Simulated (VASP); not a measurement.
A run of VASP 6.6.1 is set up as follows.

File POSCAR:

```
CaO
1.0
    0.0000000000      2.4857350000      2.3755300000
    2.4857350000      0.0000000000      2.3755300000
    2.4857350000      2.4857350000      0.0000000000
Ca O
1 1
Direct
    0.0000000000      0.0000000000      0.0000000000
    0.5000000000      0.5000000000      0.5000000000
```

The input INCAR.step1:

```
SYSTEM = CaO
PREC = Accurate ; ENCUT = 520
ISMEAR = 0 ; SIGMA = 0.05
LREAL = .FALSE. ; LASPH = .TRUE.
NELM = 100 ; NBANDS = 15
GGA = PE ; ALGO = Normal
EDIFF = 1E-4 ; LWAVE = .TRUE.
LCHARG = .FALSE.
```

Contents of INCAR.step2:

```
SYSTEM = CaO
PREC = Accurate ; ENCUT = 520
EDIFF = 1E-7 ; ISMEAR = 0
SIGMA = 0.05 ; LREAL = .FALSE.
LASPH = .TRUE. ; NELM = 100
ALGO = Normal ; ISIF = 2
LWAVE = .FALSE. ; LCHARG = .FALSE.
METAGGA = R2SCAN ; LMIXTAU = .TRUE.
NBANDS = 15 ; ISTART = 1
```

Contents of KPOINTS:

```
Automatic mesh
0
G
  8 8 8
  0 0 0
```

Potentials or basis: VASP PAW PBE potentials, release 64 (Ca_sv, O).

Run with:

```sh
$ cat potpaw_PBE.64/Ca_sv/POTCAR potpaw_PBE.64/O/POTCAR > POTCAR
$ cp INCAR.step1 INCAR
$ mpirun -np 1 vasp_std > vasp.out
$ cp INCAR.step2 INCAR
$ mpirun -np 1 vasp_std > vasp.out
```

(1) What does it give for the band gap on the k mesh?

(2) What does it give for the pressure?

Answers

(1) 4.03 eV (least direct gap 4.55 eV).

(2) -5.1 GPa.

Caveat: the cell differs from its parent crystal (strain +0.015 along x and y, -0.030 along z); the cell stands under tension; the PAW data sets were made with another functional, which shifts forces and pressure a little.
